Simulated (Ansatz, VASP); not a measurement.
## Two plane-wave programs on Ni

```
Ni
1.0
    -1.41085    1.41085    1.41085
     1.41085   -1.41085    1.41085
     1.41085    1.41085   -1.41085
Ni
1
Direct
  0.00000 0.00000 0.00000
```

Change from the starting cell: volume scaled by 1.06, PAW files.

Alike in both runs: task single point; functional LDA; k mesh 17 × 17 × 17; occupations fermi-dirac, width 0.05 eV; collinear spin.

|  | VASP | Ansatz |
| --- | --- | --- |
| version | VASP 6.6.1 | Ansatz 0.2.0 |
| potentials or method | VASP PAW LDA potentials, release 64 (Ni) | PAW with Ansatz's default frozen-core files, scalar-relativistic |
| plane-wave cutoff (eV) | 520 | 420 |
| valence electrons in the cell | 10 | 18 |

Ansatz gave:

| Item | Value |
| --- | --- |
| pressure (GPa) | -20.2 |
| net moment per atom (μB) | 0.54 |
| size of the moment on the site where the two differ most (μB) | 0.56 |

Which values does VASP return?

Pressure (GPa): -20.2; net moment per atom (μB): 0.49; size of the moment on the site where the two differ most (μB): 0.50.

LDA's correlation is that of Perdew and Zunger in VASP and of Perdew and Wang (1992) in Ansatz. Site moments also hang on the region over which each program counts them. VASP's potentials hold 10 valence electrons a cell and Ansatz's 18, so a difference there can come from the potentials and not from the codes.
